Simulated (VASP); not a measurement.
Wanted: the native input for a VASP 6.6.1 run.

```
Task                   : single point
Functional             : PBE
Potentials or basis    : VASP PAW PBE potentials, release 64 (Zr_sv, O)
Cutoff                 : 600 eV
k mesh                 : 7 × 7 × 7
Occupations            : gaussian, width 0.01 eV
Spin                   : no spin polarisation
Dipole correction      : no
Further INCAR settings : ALGO = Normal; EDIFF = 1e-06; NBANDS = 19
```

The structure of ZrO2 (Cubic zirconia) lies in POSCAR:

```
ZrO2
1.0
    0.0000000000      2.4655126745      2.4655126745
    2.4655126745      0.0000000000      2.4655126745
    2.4655126745      2.4655126745      0.0000000000
Zr O
1 2
Direct
    0.0000000000      0.0000000000      0.0000000000
    0.2500000000      0.2500000000      0.2500000000
    0.7500000000      0.7500000000      0.7500000000
```

These files were run (other wordings do the same):

INCAR

```
SYSTEM = ZrO2
  PREC = Accurate
  ENCUT = 600
  EDIFF = 1E-6
  ISMEAR = 0
  SIGMA = 0.01
  LREAL = .FALSE.
  LASPH = .TRUE.
  NELM = 120
  ALGO = Normal
  ISIF = 2
  LWAVE = .FALSE.
  LCHARG = .FALSE.
  GGA = PE
  NBANDS = 19
  GGA_COMPAT = .FALSE.
```

KPOINTS

```
regular mesh
0
G
  7 7 7
  0 0 0
```

Potentials or basis: VASP PAW PBE potentials, release 64 (Zr_sv, O).

Run with:

```sh
$ cat potpaw_PBE.64/Zr_sv/POTCAR potpaw_PBE.64/O/POTCAR > POTCAR
$ mpirun -np 1 vasp_std > vasp.out
```

Results of the run:

| Item | Value |
| --- | --- |
| Pressure | 33.1 GPa |
| Band gap on the k mesh | 3.71 eV, indirect (least direct gap 4.17 eV) |

Wall time 16 s on 1 thread of Intel(R) Xeon(R) Platinum 8488C (Sapphire Rapids), on a shared host, peak memory 0.16 GiB.
